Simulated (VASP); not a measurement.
# Sn (P6_422) in VASP: a series of runs

The runs below take Sn through single point, relaxation of cell and atoms, with PBE.

Program: VASP 6.6.1. These are calculated values, not measurements. Logs are shortened: lines on timing, memory, paths and dates and some standing lists are left out, and cuts for length are marked.

### 1 The cell of the first run

The structure is hexagonal, space group P6_422 (No. 181). Conventional cell: a = 4.491 Å, b = 4.491 Å, c = 4.917 Å, α = 90.00°, β = 90.00°, γ = 120.00°. Within 3.7 Å of Sn (site symmetry 222) lie 4 Sn at 2.78 Å.

The cell was generated, and may not be a known phase.

### 2 Single point, PBE

Input file INCAR:

```
SYSTEM = Sn
  ALGO = Normal
  EDIFF = 1E-6
  ENCUT = 520
  GGA = PE
  ISIF = 2
  ISMEAR = 0
  LASPH = .TRUE.
  LCHARG = .FALSE.
  LREAL = .FALSE.
  LWAVE = .FALSE.
  NBANDS = 28
  NELM = 80
  PREC = Accurate
  SIGMA = 0.1
```

Input file KPOINTS:

```
k-points
0
G
  6 6 4
  0 0 0
```

Input file POSCAR:

```
Sn
1.0
    4.4907167000      0.0000000000      0.0000000000
   -2.2453583500      3.8890747400      0.0000000000
    0.0000000000      0.0000000000      4.9174071400
Sn
3
Direct
    0.0000000000      0.5000000000      0.3333333300
    0.5000000000      0.5000000000      0.6666666700
    0.5000000000      0.0000000000      0.0000000000
```

Potentials or basis: VASP PAW PBE potentials, release 64 (Sn_d).

Run with:

```sh
cat potpaw_PBE.64/Sn_d/POTCAR > POTCAR
mpirun -np 1 vasp_std > vasp.out
```

OUTCAR:

```text
SYSTEM = Sn
   EDIFF = 1E-6
   ENCUT = 520
   GGA = PE
   ISIF = 2
   ISMEAR = 0
   LASPH = .TRUE.
   LREAL = .FALSE.
   NELM = 80
   PREC = Accurate

 ion  position               nearest neighbor table
   1  0.000  0.500  0.333-   3 2.78   3 2.78   2 2.78   2 2.78
   2  0.500  0.500  0.667-   3 2.78   3 2.78   1 2.78   1 2.78
   3  0.500  0.000  0.000-   1 2.78   2 2.78   2 2.78   1 2.78

  LATTYP: Found a hexagonal cell.
 ALAT       =     4.4907167000
 C/A-ratio  =     1.0950161118

  Lattice vectors:

 A1 = (   4.4907167000,   0.0000000000,   0.0000000000)
 A2 = (  -2.2453583500,   3.8890747400,   0.0000000000)
 A3 = (   0.0000000000,   0.0000000000,   4.9174071400)

Analysis of symmetry for initial positions (statically):
=====================================================================
 Subroutine PRICEL returns:
 Original cell was already a primitive cell.

 Routine SETGRP: Setting up the symmetry group for a
 hexagonal supercell.

 Subroutine GETGRP returns: Found 12 space group operations
 (whereof  4 operations were pure point group operations)
 out of a pool of 24 trial point group operations.

The static configuration has the point symmetry D_2 .
 The point group associated with its full space group is D_6 .

Analysis of symmetry for dynamics (positions and initial velocities):
=====================================================================
 Subroutine PRICEL returns:
 Original cell was already a primitive cell.

 Routine SETGRP: Setting up the symmetry group for a
 hexagonal supercell.

 Subroutine GETGRP returns: Found 12 space group operations
 (whereof  4 operations were pure point group operations)
 out of a pool of 24 trial point group operations.

The dynamic configuration has the point symmetry D_2 .
 The point group associated with its full space group is D_6 .

 Subroutine INISYM returns: Found 12 space group operations
 (whereof  4 operations are pure point group operations),
 and found     1 'primitive' translations

----------------------------------------------------------------------------------------

                                     Primitive cell

  volume of cell :      85.8812

  direct lattice vectors                    reciprocal lattice vectors
     4.490716700  0.000000000  0.000000000     0.222681604  0.128565284  0.000000000
    -2.245358350  3.889074740  0.000000000     0.000000000  0.257130569  0.000000000
     0.000000000  0.000000000  4.917407140     0.000000000  0.000000000  0.203359204

  length of vectors
     4.490716700  4.490716697  4.917407140     0.257130569  0.257130569  0.203359204

  position of ions in fractional coordinates (direct lattice)
     0.000000000  0.500000000  0.333333330
     0.500000000  0.500000000  0.666666670
     0.500000000  0.000000000  0.000000000

  ion indices of the primitive-cell ions
   primitive index   ion index
                 1           1
                 2           2
                 3           3

----------------------------------------------------------------------------------------

 KPOINTS: k-points

Automatic generation of k-mesh.
 Grid dimensions read from file:
 generate k-points for:    6    6    4

 Generating k-lattice:

  Cartesian coordinates                     Fractional coordinates (reciprocal lattice)
     0.037113601  0.021427547  0.000000000     0.166666667  0.000000000  0.000000000
     0.000000000  0.042855095  0.000000000     0.000000000  0.166666667  0.000000000
     0.000000000  0.000000000  0.050839801     0.000000000  0.000000000  0.250000000

  Length of vectors
     0.042855095  0.042855095  0.050839801

  Shift w.r.t. Gamma in fractional coordinates (k-lattice)
     0.000000000  0.000000000  0.000000000

 Subroutine IBZKPT returns following result:
 ===========================================

 Found     21 irreducible k-points:

 Following reciprocal coordinates:
            Coordinates               Weight
  0.000000  0.000000  0.000000      1.000000
  0.166667  0.000000  0.000000      6.000000
  0.333333  0.000000  0.000000      6.000000
  0.500000  0.000000  0.000000      3.000000
  0.166667  0.166667  0.000000      6.000000
  0.333333  0.166667  0.000000     12.000000
[... 13 lines left out ...]
  0.333333  0.166667  0.500000     12.000000
  0.333333  0.333333  0.500000      2.000000
   k-points           NKPTS =     21   k-points in BZ     NKDIM =     21   number of bands    NBANDS=     28
   number of dos      NEDOS =    301   number of ions     NIONS =      3
   total plane-waves  NPLWV =  51840
   dimension x,y,z NGX =    36 NGY =   36 NGZ =   40
   dimension x,y,z NGXF=    72 NGYF=   72 NGZF=   80
   ions per type =               3
   NGX,Y,Z   is equivalent  to a cutoff of  13.33, 13.33, 13.52 a.u.
   NGXF,Y,Z  is equivalent  to a cutoff of  26.65, 26.65, 27.05 a.u.
 SYSTEM =  Sn
   PREC   = accura    normal or accurate (medium, high low for compatibility)
   ISTART =      0    job   : 0-new  1-cont  2-samecut
   ICHARG =      2    charge: 1-file 2-atom 10-const
   ISPIN  =      1    spin polarized calculation?
   LNONCOLLINEAR =      F non collinear calculations
   LSORBIT =      F    spin-orbit coupling
   LASPH  =      T    aspherical Exc in radial PAW
   ENCUT  =  520.0 eV  38.22 Ry    6.18 a.u.   8.35  8.35  9.14*2*pi/ulx,y,z
   NELM   =     80;   NELMIN=  2; NELMDL= -5     # of ELM steps
   EDIFF  = 0.1E-05   stopping-criterion for ELM
   LREAL  =      F    real-space projection
   EDIFFG = 0.1E-04   stopping-criterion for IOM
   NSW    =      0    number of steps for IOM
   IBRION =     -1    ionic relax: 0-MD 1-quasi-New 2-CG
   NFREE  =      0    steps in history (QN), initial steepest desc. (CG)
   ISIF   =      2    stress and relaxation
   ISYM   =      2    0-nonsym 1-usesym 2-fastsym
   POTIM  = 0.5000    time-step for ionic-motion
   TEBEG  =    0.0;   TEEND  =   0.0 temperature during run
   PSTRESS=    0.0 pullay stress
   NELECT =      42.0000    total number of electrons
   NUPDOWN=      -1.0000    fix difference up-down
   EMIN   =  10.00;   EMAX   =-10.00  energy-range for DOS
   EFERMI =   0.00;   METHOD = LEGACY
   ISMEAR =     0;   SIGMA  =   0.10  broadening in eV -4-tet -1-fermi 0-gaus
   EFERMI_NEDOS =   21; number of points for ismear=-14 and -15
   IALGO  =     38    algorithm
   IMIX   =      4    mixing-type and parameters
     AMIX     =   0.40;   BMIX     =  1.00
     AMIX_MAG =   1.60;   BMIX_MAG =  1.00
  volume/ion in A,a.u.               =      28.63       193.18
  Fermi-wavevector in a.u.,A,eV,Ry     =   1.289808  2.437385 22.634732  1.663606
  Thomas-Fermi vector in A             =   2.421679
   LORBIT       =      0    0 simple, 1 ext, 2 COOP (PROOUT), +10 PAW based schemes
   GGA     = PE    functional components
   LHFCALC =     F    Hartree Fock is set to
   AEXX    =    0.0000 exact exchange contribution
   IVDW    =     0    specifies the selected vdW correction
   LEPSILON=     F    determine dielectric tensor
   LRPA    =     F    only Hartree local field effects (RPA)
 non-spin polarized calculation
 Gauss-broadening in eV      SIGMA  =   0.10
  energy-cutoff  :      520.00
  volume of cell :       85.88
 maximum number of plane-waves:      2346
 NGX is ok and might be reduce to    36
   NGX = 17   NGY = 17   NGZ = 19

 number of electron      42.0000015 magnetization

 Free energy of the ion-electron system (eV)
  ---------------------------------------------------
  ext. energy  EPLUGINS =         0.00000000
  ---------------------------------------------------
  free energy    TOTEN  =       -10.92277667 eV

  energy without entropy =      -10.91830795  energy(sigma->0) =      -10.92054231

 E-fermi :   7.3689     XC(G=0):  -9.8886

 val. band max:        7.3669551049   @ k =   0.5000   0.0000   0.5000
 cond. band min:       7.5613228925   @ k =   0.3333   0.0000   0.5000
 fundamental gap:      0.1943677876
 Fermi energy:         7.3689367605

 k-point     1 :       0.0000    0.0000    0.0000
  band No.  band energies     occupation
      1     -14.4201      2.00000
      2     -14.4201      2.00000
      3     -14.3169      2.00000
      4     -14.3169      2.00000
      5     -14.3066      2.00000
      6     -14.2877      2.00000
[... 20 lines left out ...]
     27      12.4577      0.00000
     28      13.5113      0.00000

 k-point     2 :       0.1667    0.0000    0.0000
  band No.  band energies     occupation
      1     -14.4406      2.00000
      2     -14.4175      2.00000
      3     -14.3321      2.00000
      4     -14.2987      2.00000
      5     -14.2783      2.00000
      6     -14.2383      2.00000
[... 20 lines left out ...]
     27      12.8490      0.00000
     28      12.9476      0.00000

 k-point     3 :       0.3333    0.0000    0.0000
  band No.  band energies     occupation
      1     -14.4617      2.00000
      2     -14.3930      2.00000
      3     -14.3392      2.00000
      4     -14.2856      2.00000
      5     -14.2274      2.00000
      6     -14.2105      2.00000
[... 20 lines left out ...]
     27      13.5274      0.00000
     28      13.5313      0.00000

 k-point     4 :       0.5000    0.0000    0.0000
  band No.  band energies     occupation
      1     -14.4677      2.00000
      2     -14.3476      2.00000
      3     -14.3384      2.00000
      4     -14.3281      2.00000
      5     -14.2209      2.00000
      6     -14.2009      2.00000
[... 20 lines left out ...]
     27      13.5270      0.00000
     28      15.2760      0.00000

 k-point     5 :       0.1667    0.1667    0.0000
  band No.  band energies     occupation
      1     -14.4599      2.00000
      2     -14.4006      2.00000
      3     -14.3373      2.00000
      4     -14.2894      2.00000
      5     -14.2433      2.00000
      6     -14.1861      2.00000
[... 20 lines left out ...]
     27      13.7408      0.00000
     28      14.5792      0.00000

 k-point     6 :       0.3333    0.1667    0.0000
  band No.  band energies     occupation
      1     -14.4693      2.00000
      2     -14.3694      2.00000
      3     -14.3340      2.00000
      4     -14.3209      2.00000
      5     -14.2110      2.00000
      6     -14.1839      2.00000
[... 370 lines left out ...]
      5     -14.2424      2.00000
      6     -14.2231      2.00000
[... 20 lines left out ...]
     27      14.6966      0.00000
     28      17.0243      0.00000

 k-point    19 :       0.1667    0.1667    0.5000
  band No.  band energies     occupation
      1     -14.4915      2.00000
      2     -14.3452      2.00000
      3     -14.3057      2.00000
      4     -14.2821      2.00000
      5     -14.2459      2.00000
      6     -14.2261      2.00000
[... 20 lines left out ...]
     27      13.3506      0.00000
     28      15.4067      0.00000

 k-point    20 :       0.3333    0.1667    0.5000
  band No.  band energies     occupation
      1     -14.4531      2.00000
      2     -14.3938      2.00000
      3     -14.3175      2.00000
      4     -14.2898      2.00000
      5     -14.2270      2.00000
      6     -14.1996      2.00000
[... 20 lines left out ...]
     27      14.1470      0.00000
     28      15.8260      0.00000

 k-point    21 :       0.3333    0.3333    0.5000
  band No.  band energies     occupation
      1     -14.4198      2.00000
      2     -14.4198      2.00000
      3     -14.3264      2.00000
      4     -14.3214      2.00000
      5     -14.1845      2.00000
      6     -14.1845      2.00000
[... 20 lines left out ...]
     27      12.8834      0.00000
     28      16.2263      0.00000

------------------------ aborting loop because EDIFF is reached ----------------------------------------

  FORCE on cell =-STRESS in cart. coord.  units (eV):
  Direction    XX          YY          ZZ          XY          YZ          ZX
  --------------------------------------------------------------------------------------
  -------------------------------------------------------------------------------------
  Total        4.2071761      4.2071761      3.8462442      0.0000000      0.0000000      0.0000000
  in kB       78.4879807     78.4879806     71.7545299      0.0000000      0.0000000      0.0000000
  external PRESSURE =      76.2434971 kB  Pullay stress =       0.0000000 kB

 VOLUME and BASIS-vectors are now :
 -----------------------------------------------------------------------------
  energy-cutoff  :      520.00
  volume of cell :       85.88
      direct lattice vectors                 reciprocal lattice vectors
     4.490716700  0.000000000  0.000000000     0.222681604  0.128565284  0.000000000
    -2.245358350  3.889074740  0.000000000     0.000000000  0.257130569  0.000000000
     0.000000000  0.000000000  4.917407140     0.000000000  0.000000000  0.203359204

 POSITION                                       TOTAL-FORCE (eV/Angst)
 -----------------------------------------------------------------------------------
     -1.12268      1.94454      1.63914        -0.000000      0.000000      0.000000
      1.12268      1.94454      3.27827         0.000000     -0.000000     -0.000000
      2.24536      0.00000      0.00000         0.000000     -0.000000     -0.000000
 -----------------------------------------------------------------------------------
    total drift:                               -0.000000     -0.000000     -0.000011

  FREE ENERGIE OF THE ION-ELECTRON SYSTEM (eV)
  ---------------------------------------------------
  free  energy   TOTEN  =       -10.9227766728 eV

  energy  without entropy=      -10.9183079543  energy(sigma->0) =      -10.92054231
```

It took 61 s on 1 thread of Intel Xeon 8259CL, shared host; peak memory 0.22 GiB.

What came out:

| Item | Value |
| --- | --- |
| Free energy | -10.9228 eV |
| Pressure | 7.6 GPa |
| Band gap on the k mesh | zero (bands 21 and 22 overlap by 0.40 eV) |

Caveat: the cell stands under pressure; spin-orbit coupling is left out, which moves the levels of the heavy elements.

### 3 Single point, PBE

This run uses another cell than the first one, of 32.97 Å³/atom.

Input file INCAR:

```
PREC     = Accurate       # precision mode
ENCUT    = 520            # plane-wave cutoff, eV
EDIFF    = 1E-6           # SCF threshold, eV
ISMEAR   = 0              # smearing method
SIGMA    = 0.1            # smearing width, eV
LREAL    = F              # projectors in reciprocal space
LASPH    = T              # aspherical terms in the spheres
NELM     = 60             # most SCF steps
ALGO     = Normal         # electronic algorithm
ISIF     = 2              # what is computed and relaxed
LWAVE    = F              # write WAVECAR
LCHARG   = T              # write CHGCAR
GGA      = PE             # functional
LELF     = T              # ELF
LVHAR    = T            
NBANDS   = 28             # bands
```

Input file KPOINTS:

```
Automatic mesh
0
Gamma
  6 6 4
```

Input file POSCAR:

```
Sn
1.0
    4.7488575758      0.0000000000      0.0000000000
   -2.3744287879      4.1126312996      0.0000000000
    0.0000000000      0.0000000000      5.0647737708
Sn
3
Direct
    0.0000000000      0.5000000000      0.3333333333
    0.5000000000      0.5000000000      0.6666666667
    0.5000000000      0.0000000000      0.0000000000
```

Potentials or basis: VASP PAW PBE potentials, release 64 (Sn_d).

Run with:

```sh
cat potpaw_PBE.64/Sn_d/POTCAR > POTCAR
mpirun -np 1 vasp_std > vasp.out
```

Wall time 80 s (1 thread of Intel Xeon 8259CL, shared host); peak memory 0.23 GiB.

It converged, with:

```
Free energy            : -11.2005 eV
Pressure               : -0.1 GPa
Band gap on the k mesh : zero (bands 21 and 22 overlap by 0.52 eV)
```

Stress tensor (GPa, compression positive):
```
 0.00  0.00  0.00
 0.00  0.00  0.00
 0.00  0.00 -0.16
```

Levels at points of the mesh, in eV from the Fermi level:
| k point | band 19 | band 20 | band 21 | band 22 | band 23 | band 24 |
| --- | --- | --- | --- | --- | --- | --- |
| (0.00, 0.00, 0.00) | -2.15 | -0.16 | -0.16 | 1.06 | 1.06 | 4.39 |
| (0.50, 0.00, 0.00) | -1.85 | -1.77 | -1.03 | 0.61 | 1.19 | 2.56 |
| (0.00, 0.00, 0.50) | -0.67 | -0.67 | -0.04 | 0.70 | 1.97 | 1.97 |
| (0.50, 0.00, 0.50) | -3.71 | -1.12 | -0.88 | -0.14 | 1.51 | 5.01 |

Caveat: spin-orbit coupling is left out, which moves the levels of the heavy elements.

### 4 Relaxation of cell and atoms, PBE

Input file INCAR:

```
PREC = Accurate ; ENCUT = 600
EDIFF = 1E-7 ; ISMEAR = 0
SIGMA = 0.1 ; LREAL = False
LASPH = True ; NELM = 60
ALGO = Fast ; ISIF = 3
LWAVE = False ; LCHARG = False
GGA = PE ; IBRION = 2
NSW = 90 ; EDIFFG = -0.04
```

Input file KPOINTS:

```
regular mesh
0
Gamma
  6 6 4
```

Input file POSCAR:

```
Sn
1.0
    4.4907167000      0.0000000000      0.0000000000
   -2.2453583500      3.8890747400      0.0000000000
    0.0000000000      0.0000000000      4.9174071400
Sn
3
Direct
    0.0000000000      0.5000000000      0.3333333300
    0.5000000000      0.5000000000      0.6666666700
    0.5000000000      0.0000000000      0.0000000000
```

Run with:

```sh
cat potpaw_PBE.64/Sn_d/POTCAR > POTCAR
mpirun -np 1 vasp_std > vasp.out
```

It took 9 min on 1 thread of Intel Xeon 8259CL, shared host; peak memory 0.24 GiB.

Results (log left out):

```
Free energy                           : -11.1975 eV
Relaxed volume                        : 33.02 Å³/atom
Relaxed cell                          : a = 4.772 Å, b = 4.772 Å, c = 5.022 Å, α = 90.00°, β = 90.00°, γ = 120.00°
Space group after relaxing (to 0.1 Å) : P6_422 (No. 181)
Energy gained by relaxing             : 91.5 meV/atom
Ionic steps                           : 7
Pressure after relaxing               : -0.1 GPa
Band gap on the k mesh                : zero (bands 21 and 22 overlap by 0.46 eV)
```

Stress tensor (GPa, compression positive):
```
-0.19  0.00  0.00
 0.00 -0.19  0.00
 0.00  0.00  0.13
```

Step by step:
| step | energy change (eV) | largest force (eV/Å) | pressure (GPa) | volume (Å³) |
| --- | --- | --- | --- | --- |
| 1 | 0.0000 | 0.0000 | 7.69 | 85.88 |
| 2 | -0.2391 | 0.0000 | -1.79 | 104.13 |
| 3 | -0.2702 | 0.0000 | 0.04 | 98.70 |
| 4 | -0.2702 | 0.0000 | -0.09 | 98.96 |
| 5 | -0.2729 | 0.0000 | -0.07 | 98.99 |
| 6 | -0.2746 | 0.0000 | -0.08 | 99.01 |
| 7 | -0.2746 | 0.0000 | -0.08 | 99.05 |

Final structure:
```
Sn
1.0
     4.77193    0.00000    0.00000
    -2.38597    4.13261    0.00000
     0.00000    0.00000    5.02246
Sn
3
Direct
  0.00000 0.50000 0.33333
  0.50000 0.50000 0.66667
  0.50000 0.00000 0.00000
```

Levels at points of the mesh, in eV from the Fermi level:
| k point | band 17 | band 18 | band 19 | band 20 | band 21 | band 22 | band 23 | band 24 | band 25 |
| --- | --- | --- | --- | --- | --- | --- | --- | --- | --- |
| (0.00, 0.00, 0.00) | -4.83 | -4.83 | -2.17 | -0.17 | -0.17 | 1.05 | 1.05 | 4.38 | 4.69 |
| (0.50, 0.00, 0.00) | -7.46 | -4.56 | -1.76 | -1.74 | -0.93 | 0.72 | 1.25 | 2.61 | 4.07 |
| (0.00, 0.00, 0.50) | -8.71 | -1.47 | -0.67 | -0.67 | -0.03 | 0.80 | 1.93 | 1.93 | 2.54 |
| (0.50, 0.00, 0.50) | -6.92 | -6.25 | -3.66 | -1.09 | -0.85 | -0.14 | 1.54 | 5.15 | 6.12 |

Caveat: the volume moved by over 15 % at a fixed basis, so the end points are rough; spin-orbit coupling is left out, which moves the levels of the heavy elements.

[end of part 1 of 2]

The gap in the log of VASP goes by the Fermi energy; the results here count the filled bands.